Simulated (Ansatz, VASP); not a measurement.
**One calculation of GaAs, two programs**

```xyz
2
Lattice="0.0000 2.8268 2.8834 2.8268 0.0000 2.8834 2.8268 2.8268 0.0000" Properties=species:S:1:pos:R:3 pbc="T T T"
Ga    0.0000    0.0000    0.0000
As    4.2403    4.2403    4.3251
```

Change from the starting cell: zz strain of +2 %.

Alike in both runs: task single point; functional LDA; k mesh 10 × 10 × 10; occupations fermi-dirac, width 0.08 eV; no spin polarisation.

|  | VASP | Ansatz |
| --- | --- | --- |
| version | VASP 6.6.1 | Ansatz 0.2.0 |
| potentials or method | VASP PAW LDA potentials, release 64 (Ga_d, As), cutoff 520 eV | all-electron LAPW, scalar-relativistic |

```tsv
	VASP	Ansatz	Ansatz less VASP
pressure (GPa)	-2.8	-3.1	-0.23
traceless stress, the component that is largest in VASP (GPa)	-0.85	-0.85	-0.002
```

LDA's correlation is that of Perdew and Zunger in VASP and of Perdew and Wang (1992) in Ansatz. Ansatz ran all-electron here, and VASP with PAW potentials.
